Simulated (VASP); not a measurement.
Wanted: the native input for a VASP 6.6.1 run.

| Quantity | Value |
| --- | --- |
| Task | single point |
| Functional | r2SCAN |
| Potentials or basis | VASP PAW PBE potentials, release 64 (Sn_d, Se) |
| Cutoff | 520 eV |
| k mesh | 6 × 6 × 6 |
| Occupations | fermi-dirac, width 0.05 eV |
| Spin | no spin polarisation |
| Dipole correction | no |
| Further INCAR settings | ALGO = Normal; EDIFF = 1e-06; NBANDS = 32 |

The system is Sn3Se.

```
Sn Se
1.0
     4.83488    0.00000    0.00000
     0.00000    4.83488    0.00000
     0.00000    0.00000    4.83488
Sn Se
3 1
Direct
  0.50000 0.50000 0.00000
  0.50000 0.00000 0.50000
  0.00000 0.50000 0.50000
  0.00000 0.00000 0.00000
```

One way to write it, as run:

POSCAR

```
Sn3Se
1.0
    4.8348806308      0.0000000000      0.0000000000
    0.0000000000      4.8348806308      0.0000000000
    0.0000000000      0.0000000000      4.8348806308
Sn Se
3 1
Direct
    0.5000000000      0.5000000000      0.0000000000
    0.5000000000      0.0000000000      0.5000000000
    0.0000000000      0.5000000000      0.5000000000
    0.0000000000      0.0000000000      0.0000000000
```

INCAR.step1

```
ALGO = Normal ; EDIFF = 1E-4
ENCUT = 520 ; GGA = PE
ISMEAR = -1 ; LASPH = True
LCHARG = False ; LREAL = False
LWAVE = True ; NBANDS = 32
NELM = 80 ; PREC = Accurate
SIGMA = 0.05
```

INCAR.step2

```
ALGO = Normal ; EDIFF = 1E-6
ENCUT = 520 ; ISIF = 2
ISMEAR = -1 ; ISTART = 1
LASPH = True ; LCHARG = False
LMIXTAU = True ; LREAL = False
LWAVE = False ; METAGGA = R2SCAN
NBANDS = 32 ; NELM = 80
PREC = Accurate ; SIGMA = 0.05
```

KPOINTS

```
k-points
0
Gamma
  6 6 6
```

Potentials or basis: VASP PAW PBE potentials, release 64 (Sn_d, Se).

Launch:

```sh
$ cat potpaw_PBE.64/Sn_d/POTCAR potpaw_PBE.64/Se/POTCAR > POTCAR
$ cp INCAR.step1 INCAR
$ mpirun -np 1 vasp_std > vasp.out
$ cp INCAR.step2 INCAR
$ mpirun -np 1 vasp_std > vasp.out
```

Results of the run:

The pressure is -3.0 GPa. The band gap on the k mesh is zero (band 24 reaches 8.37 eV, above the bottom of band 25 at 6.13 eV).

Caveat: the PAW data sets were made with another functional, which shifts forces and pressure a little; spin-orbit coupling is left out, which moves the levels of the heavy elements.

Wall time 5.4 min on 1 thread of AMD EPYC 7R13 (shared host), peak memory 0.22 GiB.
